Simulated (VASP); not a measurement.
# Ir (P-1) in VASP: single point with PBE

Aim: the single point of Ir with PBE.

Program: VASP 6.6.1. These are calculated values, not measurements. Logs are shortened: lines on timing, memory, paths and dates and some standing lists are left out, and cuts for length are marked.

## Step 1: The cell of the first run

The typed cell holds 2 atoms: a = 2.510 Å, b = 2.651 Å, c = 4.645 Å, α = 94.33°, β = 86.88°, γ = 120.94°.

## Step 2: Single point, PBE (atoms moved at random and the cell strained at random)

INCAR reads:

```
SYSTEM = Ir
PREC = Accurate
ENCUT = 520
EDIFF = 1E-6
ISMEAR = 0
SIGMA = 0.15
LREAL = .False.
LASPH = .True.
NELM = 60
ALGO = Fast
ISIF = 2
LWAVE = .False.
LCHARG = .True.
GGA = PE
LELF = .True.
LVHAR = .True.
NBANDS = 16
```

KPOINTS reads:

```
Automatic mesh
0
Gamma
  12 12 8
  0 0 0
```

POSCAR reads:

```
Ir
1.0
    2.5077878268     -0.0597986202      0.0720654417
   -1.3056810376      2.3044141724     -0.1041479726
    0.1167821686     -0.1274568607      4.6419965885
Ir
2
Direct
    0.6389803454      0.3620789061      0.7534262406
    0.3610196546      0.6379210939      0.2465737594
```

Potentials or basis: VASP PAW PBE potentials, release 64 (Ir).

Run with:

```sh
cat potpaw_PBE.64/Ir/POTCAR > POTCAR
mpirun -np 1 vasp_std > vasp.out
```

OUTCAR:

```text
SYSTEM = Ir
   PREC = Accurate
   ENCUT = 520
   EDIFF = 1E-6
   ISMEAR = 0
   LREAL = .False.
   LASPH = .True.
   NELM = 60
   ISIF = 2
   GGA = PE

 ion  position               nearest neighbor table
   1  0.639  0.362  0.753-   2 2.52   2 2.74   2 2.79   2 2.80   2 2.81   2 2.92
   2  0.361  0.638  0.247-   1 2.52   1 2.74   1 2.79   1 2.80   1 2.81   1 2.92

  LATTYP: Found a triclinic cell.
 ALAT       =     2.6506554756
 B/A-ratio  =     0.9606855250
 C/A-ratio  =     1.7524775729
 COS(alpha) =     0.0249082146
 COS(beta)  =     0.0755021979
 COS(gamma) =     0.5342858828

  Lattice vectors:

 A1 = (  -1.3056810376,   2.3044141724,  -0.1041479726)
 A2 = (   1.2021067892,   2.2446155522,  -0.0320825309)
 A3 = (  -0.1167821686,   0.1274568607,  -4.6419965885)

Analysis of symmetry for initial positions (statically):
=====================================================================
 Subroutine PRICEL returns:
 Original cell was already a primitive cell.

 Routine SETGRP: Setting up the symmetry group for a
 triclinic supercell.

 Subroutine GETGRP returns: Found  2 space group operations
 (whereof  2 operations were pure point group operations)
 out of a pool of  2 trial point group operations.

The static configuration has the point symmetry S_2 .

Analysis of symmetry for dynamics (positions and initial velocities):
=====================================================================
 Subroutine PRICEL returns:
 Original cell was already a primitive cell.

 Routine SETGRP: Setting up the symmetry group for a
 triclinic supercell.

 Subroutine GETGRP returns: Found  2 space group operations
 (whereof  2 operations were pure point group operations)
 out of a pool of  2 trial point group operations.

The dynamic configuration has the point symmetry S_2 .

 Subroutine INISYM returns: Found  2 space group operations
 (whereof  2 operations are pure point group operations),
 and found     1 'primitive' translations

----------------------------------------------------------------------------------------

                                     Primitive cell

  volume of cell :      26.4236

  direct lattice vectors                    reciprocal lattice vectors
     2.507787827 -0.059798620  0.072065442     0.404328059  0.228916620 -0.003886542
    -1.305681038  2.304414172 -0.104147973     0.010157572  0.440239809  0.011832271
     0.116782169 -0.127456861  4.641996588    -0.006049162  0.006323380  0.215750351

  length of vectors
     2.509535632  2.650655476  4.645214274     0.464649441  0.440515912  0.215927746

  position of ions in fractional coordinates (direct lattice)
     0.638980345  0.362078906  0.753426241
     0.361019655  0.637921094  0.246573759

  ion indices of the primitive-cell ions
   primitive index   ion index
                 1           1
                 2           2

----------------------------------------------------------------------------------------

 KPOINTS: Automatic mesh

Automatic generation of k-mesh.
 Grid dimensions read from file:
 generate k-points for:   12   12    8

 Generating k-lattice:

  Cartesian coordinates                     Fractional coordinates (reciprocal lattice)
     0.033694005  0.019076385 -0.000323878     0.083333333  0.000000000  0.000000000
     0.000846464  0.036686651  0.000986023     0.000000000  0.083333333  0.000000000
    -0.000756145  0.000790422  0.026968794     0.000000000  0.000000000  0.125000000

  Length of vectors
     0.038720787  0.036709659  0.026990968

  Shift w.r.t. Gamma in fractional coordinates (k-lattice)
     0.000000000  0.000000000  0.000000000

 Subroutine IBZKPT returns following result:
 ===========================================

 Found    580 irreducible k-points:

 Following reciprocal coordinates:
            Coordinates               Weight
  0.000000  0.000000  0.000000      1.000000
  0.083333 -0.000000  0.000000      2.000000
  0.166667 -0.000000  0.000000      2.000000
  0.250000 -0.000000  0.000000      2.000000
  0.333333 -0.000000  0.000000      2.000000
  0.416667 -0.000000  0.000000      2.000000
[... 16 lines left out ...]
  0.250000  0.166667  0.000000      2.000000
  0.333333  0.166667  0.000000      2.000000
 [... further k-points ...]
   k-points           NKPTS =    580   k-points in BZ     NKDIM =    580   number of bands    NBANDS=     16
   number of dos      NEDOS =    301   number of ions     NIONS =      2
   total plane-waves  NPLWV =  14400
   dimension x,y,z NGX =    20 NGY =   20 NGZ =   36
   dimension x,y,z NGXF=    40 NGYF=   40 NGZF=   72
   ions per type =               2
   NGX,Y,Z   is equivalent  to a cutoff of  13.25, 12.54, 12.88 a.u.
   NGXF,Y,Z  is equivalent  to a cutoff of  26.50, 25.09, 25.77 a.u.
 SYSTEM =  Ir
   PREC   = accura    normal or accurate (medium, high low for compatibility)
   ISTART =      0    job   : 0-new  1-cont  2-samecut
   ICHARG =      2    charge: 1-file 2-atom 10-const
   ISPIN  =      1    spin polarized calculation?
   LNONCOLLINEAR =      F non collinear calculations
   LSORBIT =      F    spin-orbit coupling
   LASPH  =      T    aspherical Exc in radial PAW
   ENCUT  =  520.0 eV  38.22 Ry    6.18 a.u.   4.67  4.93  8.64*2*pi/ulx,y,z
   NELM   =     60;   NELMIN=  2; NELMDL= -5     # of ELM steps
   EDIFF  = 0.1E-05   stopping-criterion for ELM
   LREAL  =      F    real-space projection
   EDIFFG = 0.1E-04   stopping-criterion for IOM
   NSW    =      0    number of steps for IOM
   IBRION =     -1    ionic relax: 0-MD 1-quasi-New 2-CG
   NFREE  =      0    steps in history (QN), initial steepest desc. (CG)
   ISIF   =      2    stress and relaxation
   ISYM   =      2    0-nonsym 1-usesym 2-fastsym
   POTIM  = 0.5000    time-step for ionic-motion
   TEBEG  =    0.0;   TEEND  =   0.0 temperature during run
   PSTRESS=    0.0 pullay stress
   NELECT =      18.0000    total number of electrons
   NUPDOWN=      -1.0000    fix difference up-down
   EMIN   =  10.00;   EMAX   =-10.00  energy-range for DOS
   EFERMI =   0.00;   METHOD = LEGACY
   ISMEAR =     0;   SIGMA  =   0.15  broadening in eV -4-tet -1-fermi 0-gaus
   EFERMI_NEDOS =   21; number of points for ismear=-14 and -15
   IALGO  =     68    algorithm
   IMIX   =      4    mixing-type and parameters
     AMIX     =   0.40;   BMIX     =  1.00
     AMIX_MAG =   1.60;   BMIX_MAG =  1.00
  volume/ion in A,a.u.               =      13.21        89.16
  Fermi-wavevector in a.u.,A,eV,Ry     =   1.440461  2.722077 28.231120  2.074929
  Thomas-Fermi vector in A             =   2.559203
   LORBIT       =      0    0 simple, 1 ext, 2 COOP (PROOUT), +10 PAW based schemes
   GGA     = PE    functional components
   LHFCALC =     F    Hartree Fock is set to
   AEXX    =    0.0000 exact exchange contribution
   IVDW    =     0    specifies the selected vdW correction
   LEPSILON=     F    determine dielectric tensor
   LRPA    =     F    only Hartree local field effects (RPA)
 non-spin polarized calculation
 RMM-DIIS sequential band-by-band and
 Gauss-broadening in eV      SIGMA  =   0.15
  energy-cutoff  :      520.00
  volume of cell :       26.42
 maximum number of plane-waves:       726
   NGX =  9   NGY =  9   NGZ = 17

 number of electron      18.0000000 magnetization

 Free energy of the ion-electron system (eV)
  ---------------------------------------------------
  ext. energy  EPLUGINS =         0.00000000
  ---------------------------------------------------
  free energy    TOTEN  =       -16.55513977 eV

  energy without entropy =      -16.52981494  energy(sigma->0) =      -16.54247736

 E-fermi :  11.5564     XC(G=0): -14.3744

 val. band max:       11.5531818027   @ k =   0.3333   0.0833   0.1250
 cond. band min:      11.5566892268   @ k =  -0.4167   0.2500   0.1250
 fundamental gap:      0.0035074241
 Fermi energy:        11.5563722683

 k-point     1 :       0.0000    0.0000    0.0000
  band No.  band energies     occupation
      1      -0.2167      2.00000
      2       2.5499      2.00000
      3       5.9026      2.00000
      4       6.7244      2.00000
      5       7.1838      2.00000
      6       8.4237      2.00000
[... 8 lines left out ...]
     15      26.6763      0.00000
     16      28.5591      0.00000

 k-point     2 :       0.0833   -0.0000    0.0000
  band No.  band energies     occupation
      1       0.1303      2.00000
      2       2.9048      2.00000
      3       6.0529      2.00000
      4       7.0404      2.00000
      5       7.4664      2.00000
      6       8.1131      2.00000
[... 8 lines left out ...]
     15      27.4290      0.00000
     16      29.2606      0.00000

 k-point     3 :       0.1667   -0.0000    0.0000
  band No.  band energies     occupation
      1       1.0810      2.00000
      2       3.7968      2.00000
      3       6.3281      2.00000
      4       7.0226      2.00000
      5       7.4065      2.00000
      6       7.7784      2.00000
[... 8 lines left out ...]
     15      29.1875      0.00000
     16      30.5417      0.00000

 k-point     4 :       0.2500   -0.0000    0.0000
  band No.  band energies     occupation
      1       2.3054      2.00000
      2       4.3594      2.00000
      3       5.5960      2.00000
      4       6.7112      2.00000
      5       6.8134      2.00000
      6       8.3533      2.00000
[... 8 lines left out ...]
     15      27.9374      0.00000
     16      29.1428      0.00000
[... 324 lines left out ...]
 k-point    22 :       0.1667    0.1667    0.0000
  band No.  band energies     occupation
      1       2.9584      2.00000
      2       5.0798      2.00000
      3       5.1275      2.00000
      4       5.7621      2.00000
      5       6.5188      2.00000
      6       7.8507      2.00000
[... 8 lines left out ...]
     15      27.2822      0.00000
     16      29.0572      0.00000

 k-point    23 :       0.2500    0.1667    0.0000
  band No.  band energies     occupation
      1       4.0066      2.00000
      2       4.5096      2.00000
      3       4.9068      2.00000
      4       6.1036      2.00000
      5       7.0744      2.00000
      6       7.5652      2.00000
[... 8 lines left out ...]
     15      23.8165      0.00000
     16      27.8021      0.00000

 k-point    24 :       0.3333    0.1667    0.0000
  band No.  band energies     occupation
      1       4.0836      2.00000
      2       4.2216      2.00000
      3       4.4223      2.00000
      4       6.8511      2.00000
      5       7.3678      2.00000
      6       7.9539      2.00000
[... 8 lines left out ...]
     15      21.9167      0.00000
     16      26.9012      0.00000

 [... further k-points ...]

------------------------ aborting loop because EDIFF is reached ----------------------------------------

  FORCE on cell =-STRESS in cart. coord.  units (eV):
  Direction    XX          YY          ZZ          XY          YZ          ZX
  --------------------------------------------------------------------------------------
  -------------------------------------------------------------------------------------
  Total       15.0157331      9.0743265      3.5735097      2.0749230      0.5850198     -1.1677791
  in kB      910.4684804    550.2154445    216.6772639    125.8115031     35.4722674    -70.8074700
  external PRESSURE =     559.1203963 kB  Pullay stress =       0.0000000 kB

 VOLUME and BASIS-vectors are now :
 -----------------------------------------------------------------------------
  energy-cutoff  :      520.00
  volume of cell :       26.42
      direct lattice vectors                 reciprocal lattice vectors
     2.507787827 -0.059798620  0.072065442     0.404328059  0.228916620 -0.003886542
    -1.305681038  2.304414172 -0.104147973     0.010157572  0.440239809  0.011832271
     0.116782169 -0.127456861  4.641996588    -0.006049162  0.006323380  0.215750351

 POSITION                                       TOTAL-FORCE (eV/Angst)
 -----------------------------------------------------------------------------------
      1.21765      0.70014      3.50574         0.933071     -0.376946     -1.234571
      0.10123      1.41702      1.10417        -0.933071      0.376946      1.234571
 -----------------------------------------------------------------------------------
    total drift:                                0.000000     -0.000000      0.000000

  FREE ENERGIE OF THE ION-ELECTRON SYSTEM (eV)
  ---------------------------------------------------
  free  energy   TOTEN  =       -16.5551397692 eV

  energy  without entropy=      -16.5298149449  energy(sigma->0) =      -16.54247736
```

Wall time 8.7 min (1 thread of Intel Xeon 8259CL, shared host); peak memory 0.32 GiB.

What came out:

```yaml
Free_energy: -16.5551 eV
Pressure: 55.9 GPa
Largest_force: 1.593 eV/Å
Band_gap_on_the_k_mesh: zero (bands 9 and 10 overlap by 3.99 eV)
```

Forces in eV/Å, atoms in the order of the input:
```
Ir   0.933 -0.377 -1.235
Ir  -0.933  0.377  1.235
```

Stress tensor (GPa, compression positive):
```
91.05 12.58 -7.08
12.58 55.02  3.55
-7.08  3.55 21.67
```

Caveat: the cell differs from its parent crystal (atoms moved at random and the cell strained at random); the stress differs along the axes, from 22 to 91 GPa; spin-orbit coupling is left out, which moves the levels of the heavy elements; forces of over 1 eV/Å act on the atoms, so gaps and moduli don't describe the material at rest.
